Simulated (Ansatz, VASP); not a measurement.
AlN in VASP and in Ansatz

```
Al N
1.0
     3.20433    0.00000    0.00000
    -1.60217    2.77503    0.00000
     0.00000    0.00000    4.97800
Al N
2 2
Direct
  0.33333 0.66667 0.00000
  0.66667 0.33333 0.50000
  0.33333 0.66667 0.38500
  0.66667 0.33333 0.88500
```

Change from the starting cell: equal xx and yy strain of +3 %, crystal datasets.

Alike in both runs: task electric field gradients; functional PBE; k mesh 11 × 11 × 6; occupations fermi-dirac, width 0.02 eV; no spin polarisation.

|  | VASP | Ansatz |
| --- | --- | --- |
| version | VASP 6.6.1 | Ansatz 0.2.0 |
| potentials or method | VASP PAW PBE potentials, release 64 (Al, N), cutoff 520 eV | all-electron PAW with datasets made for the crystal, scalar-relativistic |

```tsv
	VASP	Ansatz	Ansatz less VASP
gap on the k mesh at the Fermi level (eV)	3.58	3.58	0.000
pressure (GPa)	-7.5	-7.3	+0.21
traceless stress, the component that is largest in VASP (GPa)	6.25	6.16	-0.092
rms of the force components (eV/Å)	0.054	0.054	-0.0002
size of Vzz on the site where it differs most (V/Å²)	1.4	1.8	+0.47
```

Atom by atom the forces differ by 0.000 eV/Å (rms over components). Ansatz ran all-electron here, and VASP with PAW potentials.
